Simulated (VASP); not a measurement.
Write the native input for VASP 6.6.1 that does the following.

| Quantity | Value |
| --- | --- |
| Task | single point |
| Functional | PBE |
| Potentials or basis | VASP PAW PBE potentials, release 64 (Bi_d, Te) |
| Cutoff | 520 eV |
| k mesh | 12 × 12 × 12 |
| Occupations | gaussian, width 0.15 eV |
| Spin | no spin polarisation |
| Dipole correction | no |
| Further INCAR settings | ALGO = Normal; EDIFF = 1e-06; NBANDS = 18 |

The structure of BiTe lies in POSCAR:

```
BiTe
1.0
    2.4227077728      1.3987509848      3.2177731959
   -2.4227077728      1.3987509848      3.2177731959
    0.0000000000     -2.7975019696      3.2177731959
Bi Te
1 1
Direct
    0.5000000000      0.5000000000      0.5000000000
    0.0000000000      0.0000000000      0.0000000000
```

This cell differs from its parent crystal: strain +0.000 along x and y, -0.030 along z.

The input as run:

INCAR

```
PREC     = Accurate       # precision mode
ENCUT    = 520            # plane-wave cutoff, eV
EDIFF    = 1E-6           # SCF threshold, eV
ISMEAR   = 0              # smearing method
SIGMA    = 0.15           # smearing width, eV
LREAL    = False          # projectors in reciprocal space
LASPH    = True           # aspherical terms in the spheres
NELM     = 100            # most SCF steps
ALGO     = Normal         # electronic algorithm
ISIF     = 2              # what is computed and relaxed
LWAVE    = False          # write WAVECAR
LCHARG   = False          # write CHGCAR
GGA      = PE             # functional
NBANDS   = 18             # bands
```

KPOINTS

```
Automatic mesh
0
Gamma
  12 12 12
```

Potentials or basis: VASP PAW PBE potentials, release 64 (Bi_d, Te).

Launch:

```bash
$ cat potpaw_PBE.64/Bi_d/POTCAR potpaw_PBE.64/Te/POTCAR > POTCAR
$ mpirun -np 1 vasp_std > vasp.out
```

Results of the run:

```yaml
Pressure: 1.1 GPa
Band_gap_on_the_k_mesh: zero (an odd number of electrons rules out a gap without spin polarisation)
```

Caveat: the cell differs from its parent crystal (strain +0.000 along x and y, -0.030 along z); spin-orbit coupling is left out, which moves the levels of the heavy elements.

Wall time 63 s on 1 thread of Intel(R) Xeon(R) Platinum 8488C (Sapphire Rapids), with other jobs on the host, peak memory 0.34 GiB.
